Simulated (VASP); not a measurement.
Runs of VASP 6.6.1 on AlGa3P4. The structure is that of space group I-42m (No. 121), or close to it. The cells are those of the table. 

```csv
task,cell,k mesh,cutoff (eV),smearing,gap on the mesh (eV),pressure (GPa),largest force (eV/Å)
single point,"a = 6.745 Å, angles 131.8, 131.8, 70.5°, 8 atoms",8 × 8 × 8,520,gaussian 0.02 eV,1.63,0.0,0.01
single point,"a = 6.733 Å, angles 131.8, 131.8, 70.5°, 8 atoms",4 × 4 × 4,520,gaussian 0.1 eV,1.64,(b),0.01
relaxation of cell and atoms,"relaxed from a = 6.528 Å, angles 131.8, 131.8, 70.5°, 8 atoms",4 × 4 × 4,600,gaussian 0.1 eV,1.64,0.1,0.02
single point,"a = 6.528 Å, angles 131.8, 131.8, 70.5°, 8 atoms",4 × 4 × 4,520,gaussian 0.1 eV,1.49,9.5,(a)
```

Alike in all rows: level PBE; potentials or basis VASP PAW PBE potentials, release 64 (Al, Ga_d, P); no spin polarisation.

Estimate the missing entries.

(a) 0.03; (b) 0.3.

A k mesh can miss the band edges, and the runs leave out spin-orbit coupling on Ga.
